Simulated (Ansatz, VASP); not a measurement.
Two plane-wave programs on Rb3Sb2P3

```
CELL_PARAMETERS angstrom
6.55609 0.00000 0.00000
0.00000 6.55609 0.00000
0.00000 0.00000 6.55609
ATOMIC_POSITIONS crystal
Rb 0.50000 0.00000 0.00000
Rb 0.00000 0.50000 0.00000
Rb 0.00000 0.00000 0.50000
Sb 0.50000 0.50000 0.50000
Sb 0.00000 0.00000 0.00000
P 0.00000 0.50000 0.50000
P 0.50000 0.00000 0.50000
P 0.50000 0.50000 0.00000
```

Alike in both runs: functional PBE; k mesh 2 × 2 × 2; occupations gaussian, width 0.1 eV; no spin polarisation.

Ansatz relaxed the structure, and its values are those at the end. VASP's run is a single point on that final structure, the one shown.

|  | VASP | Ansatz |
| --- | --- | --- |
| version | VASP 6.6.1 | Ansatz 0.2.0 |
| potentials or method | VASP PAW PBE potentials, release 64 (Rb_sv, Sb, P), cutoff 520 eV | scalar-relativistic, plane waves, PAW |
| valence electrons in the cell | 52 | 72 |

```tsv
	VASP	Ansatz	Ansatz less VASP
gap on the k mesh at the Fermi level (eV)	none	none	-
pressure (GPa)	-0.1	-0.1	-0.01
```

A gap of «none» marks a metal or a gap that the smearing closes. The functional is the same, so the differences come from potentials, cutoffs and numerics. VASP's potentials hold 52 valence electrons a cell and Ansatz's 72, so a difference there can come from the potentials and not from the codes.

The k mesh is coarse, so the values compare programs but aren't converged. Spin-orbit coupling is off throughout.
